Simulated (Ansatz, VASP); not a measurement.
Two plane-wave programs on HfBiO

The input INCAR:

```
SYSTEM = HfBiO
  PREC = Accurate
  ENCUT = 600
  EDIFF = 1E-7
  ISMEAR = 0
  SIGMA = 0.1
  LREAL = .False.
  LASPH = .True.
  NELM = 100
  ALGO = Normal
  ISIF = 3
  LWAVE = .False.
  LCHARG = .False.
  GGA = PE
  IBRION = 2
  NSW = 100
  EDIFFG = -0.01
```

Contents of KPOINTS:

```
regular mesh
0
Gamma
  14 14 8
  0 0 0
```

File POSCAR:

```
HfBiO
1.0
    3.1057485715      0.0000000000      0.0000000000
    0.0000000000      3.1057485715      0.0000000000
    0.0000000000      0.0000000000      6.2693807273
Hf Bi O
1 1 1
Direct
    0.5000000000      0.5000000000      0.0000000000
    0.5000000000      0.5000000000      0.5000000000
    0.0000000000      0.0000000000      0.0000000000
```

Input for Ansatz:

```yaml
crystal:
  lattice:
    - [3.1057485715, 0.0, 0.0]
    - [0.0, 3.1057485715, 0.0]
    - [0.0, 0.0, 6.2693807273]
  atoms:
    - { symbol: Hf, position: [0.5, 0.5, 0.0] }
    - { symbol: Bi, position: [0.5, 0.5, 0.5] }
    - { symbol: O, position: [0.0, 0.0, 0.0] }
basis:
  ecutwfc: 420
kpoints:
  mp_grid: { grid: [14, 14, 8] }
hamiltonian:
  xc: pbe
scf:
  occupations: { method: gaussian, width: 0.1 }
output:
  forces: true
  stress: true
  eigenvalues: true
relax:
  adjacent_minimum: "off"
  f_tol: 0.01
  max_steps: 80
  cell: { stress_tol: 0.05 }
```

Change from the starting cell: species swapped into the DyCoC type (P4/mmm, No. 123).

Alike in both runs: task relaxation of cell and atoms; functional PBE; k mesh 14 × 14 × 8; occupations gaussian, width 0.1 eV; no spin polarisation.

|  | VASP | Ansatz |
| --- | --- | --- |
| version | VASP 6.6.1 | Ansatz 0.2.0 |
| potentials or method | VASP PAW PBE potentials, release 64 (Hf_pv, Bi_d, O), cutoff 600 eV | scalar-relativistic, plane waves, PAW |
| valence electrons in the cell | 31 | 47 |

|  | VASP | Ansatz | Ansatz less VASP |
| --- | --- | --- | --- |
| gap on the k mesh at the Fermi level, each at its own relaxed structure (eV) | none | none | - |
| relaxed volume (Å³/atom) | 19.71 | 19.88 | +0.169 |
| relaxed cell length with the largest relative difference (Å) | 3.116 | 3.128 | +0.0111 |

A gap of «none» marks a metal or a gap that the smearing closes. VASP's potentials hold 31 valence electrons a cell and Ansatz's 47, so a difference there can come from the potentials and not from the codes.

Spin-orbit coupling is off throughout.
